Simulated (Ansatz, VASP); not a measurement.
## Sn in VASP and in Ansatz

File INCAR:

```
SYSTEM = Sn
AGGAC = 1.0
AGGAX = 1.0
ALDAC = 0.0
ALDAX = 1.0
ALGO = Normal
EDIFF = 1E-7
ENCUT = 520
GGA = B5
ISIF = 2
ISMEAR = -1
LASPH = .TRUE.
LCHARG = .FALSE.
LREAL = .FALSE.
LWAVE = .FALSE.
NBANDS = 21
NELM = 80
PREC = Accurate
SIGMA = 0.05
```

Contents of KPOINTS:

```
k-points
0
G
  4 4 4
  0 0 0
```

The input POSCAR:

```
Sn
1.0
    0.0000000000      3.2333428000      3.2333428000
    3.2333428000      0.0000000000      3.2333428000
    3.2333428000      3.2333428000      0.0000000000
Sn
2
Direct
    0.7500000000      0.7500000000      0.7500000000
    0.5000000000      0.5000000000      0.5000000000
```

Contents of input.yaml:

```yaml
crystal:
  lattice:
    - [0.0, 3.2333428, 3.2333428]
    - [3.2333428, 0.0, 3.2333428]
    - [3.2333428, 3.2333428, 0.0]
  atoms:
    - { symbol: Sn, position: [0.75, 0.75, 0.75] }
    - { symbol: Sn, position: [0.5, 0.5, 0.5] }
hamiltonian:
  xc: blyp
  pseudopotentials: { kind: paw }
kpoints:
  mp_grid: { grid: [4, 4, 4] }
scf:
  occupations: { method: fermi_dirac, width: 0.05 }
  n_extra_bands: 6
output:
  forces: true
  stress: true
  eigenvalues: true
  dos: { projected: true, de: 0.05, nscf_kmesh: { grid: [6, 6, 6] } }
```

Alike in both runs: functional BLYP; k mesh 4 × 4 × 4; occupations fermi-dirac, width 0.05 eV; no spin polarisation.

|  | VASP | Ansatz |
| --- | --- | --- |
| version | VASP 6.6.1 | Ansatz 0.2.0 |
| potentials or method | VASP PAW PBE potentials, release 64 (Sn_d) | Ansatz PAW |
| plane-wave cutoff (eV) | 520 | 420 |
| valence electrons in the cell | 28 | 28 |
| task | single point | projected density of states |

|  | VASP | Ansatz | Ansatz less VASP |
| --- | --- | --- | --- |
| gap on the k mesh at the Fermi level (eV) | none | none | - |
| pressure (GPa) | 7.1 | 7.1 | 0.00 |

VASP's potentials were made for PBE, not for BLYP. A gap of «none» marks a metal or a gap that the smearing closes. With one functional, cell and mesh, what is left measures potentials, basis and numerics.

The k mesh is coarse, so the values compare programs but aren't converged.
